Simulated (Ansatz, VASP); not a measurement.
**Two plane-wave programs on ZnS**

File INCAR:

```
PREC = Accurate
ENCUT = 520
EDIFF = 1E-6
ISMEAR = 0
SIGMA = 0.01
LREAL = False
LASPH = True
NELM = 100
ALGO = Normal
ISIF = 2
LWAVE = False
LCHARG = False
GGA = CA
NBANDS = 16
```

Contents of KPOINTS:

```
Automatic mesh
0
Gamma
  8 8 8
```

File POSCAR:

```
ZnS
1.0
    0.0000000000      2.6940857896      2.6940857896
    2.6940857896      0.0000000000      2.6940857896
    2.6940857896      2.6940857896      0.0000000000
Zn S
1 1
Direct
    0.0000000000      0.0000000000      0.0000000000
    0.2500000000      0.2500000000      0.2500000000
```

Input for Ansatz:

```yaml
crystal:
  lattice:
    - [0.0, 2.6940857896, 2.6940857896]
    - [2.6940857896, 0.0, 2.6940857896]
    - [2.6940857896, 2.6940857896, 0.0]
  atoms:
    - { symbol: Zn, position: [0.0, 0.0, 0.0] }
    - { symbol: S, position: [0.25, 0.25, 0.25] }
kpoints:
  mp_grid: { grid: [8, 8, 8] }
  band_path:
    path:
      - [0.0, 0.0, 0.0]
      - [-0.5, -0.5, 0.0]
      - [-0.375, -0.375, 0.25]
      - [-0.375, 0.0, 0.375]
      - [0.0, 0.0, 0.5]
      - [-0.5, -0.25, 0.25]
    npoints: 1
hamiltonian:
  xc: lda
scf:
  occupations: { method: fixed }
  n_extra_bands: 4
output:
  forces: true
  stress: true
  eigenvalues: true
  write_density: true
  write_potential: true
  elf: true
  volumetric_format: npy
```

Alike in both runs: task single point; functional LDA; k mesh 8 × 8 × 8; no spin polarisation.

|  | VASP | Ansatz |
| --- | --- | --- |
| version | VASP 6.6.1 | Ansatz 0.2.0 |
| potentials or method | VASP PAW LDA potentials, release 64 (Zn, S) | plane waves, PAW |
| plane-wave cutoff (eV) | 520 | 420 |
| occupations | gaussian, width 0.01 eV | fixed |
| valence electrons in the cell | 18 | 18 |

|  | VASP | Ansatz | Ansatz less VASP |
| --- | --- | --- | --- |
| gap on the k mesh at the Fermi level (eV) | 1.93 | 1.90 | -0.031 |
| pressure (GPa) | -3.8 | -4.0 | -0.20 |

LDA's correlation is that of Perdew and Zunger in VASP and of Perdew and Wang (1992) in Ansatz.
